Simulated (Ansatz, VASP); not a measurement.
**MgF2: VASP beside Ansatz**

File POSCAR:

```
MgF2
1.0
    4.6218997728      0.0000000000      0.0000000000
    0.0000000000      4.6220926162      0.0000000000
    0.0000000000      0.0000000000      3.0461460124
Mg F
2 4
Direct
    0.5000000000      0.5000000000      0.5000000000
    0.0000000000      0.0000000000      0.0000000000
    0.8029114217      0.1970073647      0.5000000000
    0.1970885783      0.8029926353      0.5000000000
    0.3029114217      0.3029926353      0.0000000000
    0.6970885783      0.6970073647      0.0000000000
```

Contents of INCAR.step1:

```
ALGO = Normal ; EDIFF = 1E-5
ENCUT = 520 ; GGA = PE
GGA_COMPAT = F ; ISIF = 2
ISMEAR = 1 ; KPAR = 4
LASPH = T ; LCHARG = F
LREAL = F ; LWAVE = T
NBANDS = 25 ; NELM = 120
PREC = Accurate ; SIGMA = 0.5
```

File INCAR.step2:

```
ALGO = Normal ; EDIFF = 1E-6
ENCUT = 520 ; GGA = PE
GGA_COMPAT = F ; HFSCREEN = 0.2079
ISIF = 2 ; ISMEAR = 1
ISTART = 1 ; KPAR = 4
LASPH = T ; LCHARG = F
LHFCALC = T ; LREAL = F
LWAVE = F ; NBANDS = 25
NELM = 120 ; PREC = Accurate
PRECFOCK = Normal ; SIGMA = 0.5
```

KPOINTS

```
k-points
0
Gamma
  4 4 4
```

Input for Ansatz:

```yaml
crystal:
  lattice:
    - [4.6218997728, 0.0, 0.0]
    - [0.0, 4.6220926162, 0.0]
    - [0.0, 0.0, 3.0461460124]
  atoms:
    - { symbol: Mg, position: [0.5, 0.5, 0.5] }
    - { symbol: Mg, position: [0.0, 0.0, 0.0] }
    - { symbol: F, position: [0.8029114217, 0.1970073647, 0.5] }
    - { symbol: F, position: [0.1970885783, 0.8029926353, 0.5] }
    - { symbol: F, position: [0.3029114217, 0.3029926353, 0.0] }
    - { symbol: F, position: [0.6970885783, 0.6970073647, 0.0] }
kpoints:
  mp_grid: { grid: [4, 4, 4] }
hamiltonian:
  xc: hse06
scf:
  occupations: { method: methfessel_paxton, width: 0.5 }
  n_extra_bands: 5
output:
  forces: true
  stress: true
  eigenvalues: true
```

Alike in both runs: task single point; functional HSE06; k mesh 4 × 4 × 4; occupations methfessel-paxton of order 1, width 0.5 eV; no spin polarisation.

```csv
,VASP,Ansatz
version,VASP 6.6.1,Ansatz 0.2.0
potentials or method,"VASP PAW PBE potentials, release 64 (Mg, F)",plane waves
plane-wave cutoff (eV),520,420
valence electrons in the cell,32,48
```

VASP gave:

- pressure (GPa): 0.5
- traceless stress, the component that is largest in VASP (GPa): -0.26
- rms of the force components (eV/Å): 0.008

Estimate Ansatz's values.

pressure (GPa): 1.1; traceless stress, the component that is largest in VASP (GPa): -0.04; rms of the force components (eV/Å): 0.010.

Atom by atom the forces differ by 0.003 eV/Å (rms over components). The functional is the same, so the differences come from potentials, cutoffs and numerics. VASP's potentials hold 32 valence electrons a cell and Ansatz's 48, so a difference there can come from the potentials and not from the codes. Ansatz's warnings: stress exchange threshold loose, stress scf threshold loose.

The k mesh is coarse, so the values compare programs but aren't converged.
